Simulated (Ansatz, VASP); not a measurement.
# Ca: VASP beside Ansatz

```xyz
1
Lattice="0.0000 2.7518 2.7518 2.7518 0.0000 2.7518 2.7518 2.7518 0.0000" Properties=species:S:1:pos:R:3 pbc="T T T"
Ca    0.0000    0.0000    0.0000
```

Alike in both runs: task single point; functional HSE06; k mesh 6 × 6 × 6; occupations gaussian, width 0.05 eV; no spin polarisation.

```csv
,VASP,Ansatz
version,VASP 6.6.1,Ansatz 0.2.0
potentials or method,"VASP PAW PBE potentials, release 64 (Ca_sv), cutoff 520 eV","scalar-relativistic, plane waves, PAW"
valence electrons in the cell,10,10
```

```tsv
	VASP	Ansatz	Ansatz less VASP
gap on the k mesh at the Fermi level (eV)	none	none	-
pressure (GPa)	0.6	0.6	-0.02
```

A gap of «none» marks a metal or a gap that the smearing closes. Ansatz's warnings: filled band counts differ across k points, stress exchange threshold loose, stress scf threshold loose.
